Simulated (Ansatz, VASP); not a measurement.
**Two plane-wave programs on Ca**

```
Ca
1.0
     3.97620    0.00000    0.00000
    -1.98810    3.44349    0.00000
     0.00000    0.00000    6.52722
Ca
2
Direct
  0.33333 0.66667 0.25000
  0.66667 0.33333 0.75000
```

Alike in both runs: task single point; functional RPBE; k mesh 10 × 10 × 6; occupations fermi-dirac, width 0.1 eV; no spin polarisation.

|  | VASP | Ansatz |
| --- | --- | --- |
| version | VASP 6.6.1 | Ansatz 0.2.0 |
| potentials or method | VASP PAW PBE potentials, release 64 (Ca_sv), cutoff 520 eV | plane waves (420 eV) with PAW, scalar-relativistic |
| valence electrons in the cell | 20 | 20 |

```tsv
	VASP	Ansatz	Ansatz less VASP
pressure (GPa)	0.0	0.0	-0.01
```

VASP's potentials were made for PBE, not for RPBE.
